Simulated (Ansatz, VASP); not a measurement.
## One calculation of InSe, two programs

```
In Se
1.0
     4.03177    0.00000    0.00000
    -2.01589    3.49162    0.00000
     0.00000    0.00000   16.76237
In Se
4 4
Direct
  0.32617 0.65235 0.16666
  0.65951 0.31901 0.66666
  0.32617 0.65235 0.33334
  0.65951 0.31901 0.83334
  0.33333 0.66667 0.58987
  0.66667 0.33333 0.08987
  0.33333 0.66667 0.91013
  0.66667 0.33333 0.41013
```

Change from the starting cell: all In atoms moved -0.050 Å, as atom 1 along Cartesian [0 1 0].

Alike in both runs: task single point; functional PBE; dispersion D3(BJ); k mesh 12 × 12 × 2; occupations gaussian, width 0.03 eV; no spin polarisation.

```csv
,VASP,Ansatz
version,VASP 6.6.1,Ansatz 0.2.0
potentials or method,"VASP PAW PBE potentials, release 64 (In_d, Se), cutoff 520 eV","scalar-relativistic, plane waves, PAW"
valence electrons in the cell,76,116
```

|  | VASP | Ansatz | Ansatz less VASP |
| --- | --- | --- | --- |
| gap on the k mesh at the Fermi level (eV) | 0.36 | 0.37 | +0.013 |
| least direct gap on the mesh (eV) | 0.36 | 0.37 | +0.013 |
| pressure (GPa) | 0.1 | 0.1 | -0.03 |
| rms of the force components (eV/Å) | 0.146 | 0.145 | -0.0013 |

Atom by atom the forces differ by 0.008 eV/Å (rms over components). VASP's potentials hold 76 valence electrons a cell and Ansatz's 116, so a difference there can come from the potentials and not from the codes.
